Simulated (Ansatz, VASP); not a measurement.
# MgO in VASP and in Ansatz

```
CELL_PARAMETERS angstrom
0.00000 2.06559 2.06559
2.06559 0.00000 2.06559
2.06559 2.06559 0.00000
ATOMIC_POSITIONS crystal
Mg 0.00000 0.00000 0.00000
O 0.50000 0.50000 0.50000
```

Alike in both runs: task single point; functional LDA; k mesh 10 × 10 × 10; no spin polarisation.

|  | VASP | Ansatz |
| --- | --- | --- |
| version | VASP 6.6.1 | Ansatz 0.2.0 |
| potentials or method | VASP PAW LDA potentials, release 64 (Mg_sv, O), cutoff 840 eV | scalar-relativistic, plane waves, PAW |
| occupations | gaussian, width 0.01 eV | fixed |
| valence electrons in the cell | 16 | 16 |

|  | VASP | Ansatz | Ansatz less VASP |
| --- | --- | --- | --- |
| gap on the k mesh at the Fermi level (eV) | 5.25 | 5.24 | -0.011 |
| least direct gap on the mesh (eV) | 5.25 | 5.24 | -0.011 |
| pressure (GPa) | 4.3 | 3.6 | -0.71 |

LDA's correlation is that of Perdew and Zunger in VASP and of Perdew and Wang (1992) in Ansatz.
